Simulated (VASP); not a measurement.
A run of VASP 6.6.1 is set up as follows.

The input INCAR:

```
SYSTEM = Ru
ALGO = Normal
EDIFF = 1E-7
ENCUT = 520
GGA = PS
ISIF = 2
ISMEAR = -1
LASPH = .True.
LCHARG = .False.
LREAL = .False.
LWAVE = .False.
NBANDS = 21
NELM = 80
PREC = Accurate
SIGMA = 0.05
```

KPOINTS

```
k-points
0
Gamma
  3 3 2
  0 0 0
```

File POSCAR:

```
Ru
1.0
    2.7058000000      0.0000000000      0.0000000000
   -1.3529000000      2.3432920000      0.0000000000
    0.0000000000      0.0000000000      4.2819000000
Ru
2
Direct
    0.3333333333      0.6666666667      0.2500000000
    0.6666666667      0.3333333333      0.7500000000
```

Potentials or basis: VASP PAW PBE potentials, release 64 (Ru_pv).

The run is started by

```console
$ cat potpaw_PBE.64/Ru_pv/POTCAR > POTCAR
$ mpirun -np 1 vasp_std > vasp.out
```

(1) Predict the pressure.

(2) Estimate the band gap on the k mesh.

Answers

(1) 2.4 GPa.

(2) zero (band 14 reaches 13.71 eV, above the bottom of band 15 at 11.30 eV).

Caveat: the k points lie up to 0.89 Å⁻¹ apart; the PAW data sets were made with another functional, which shifts forces and pressure a little.
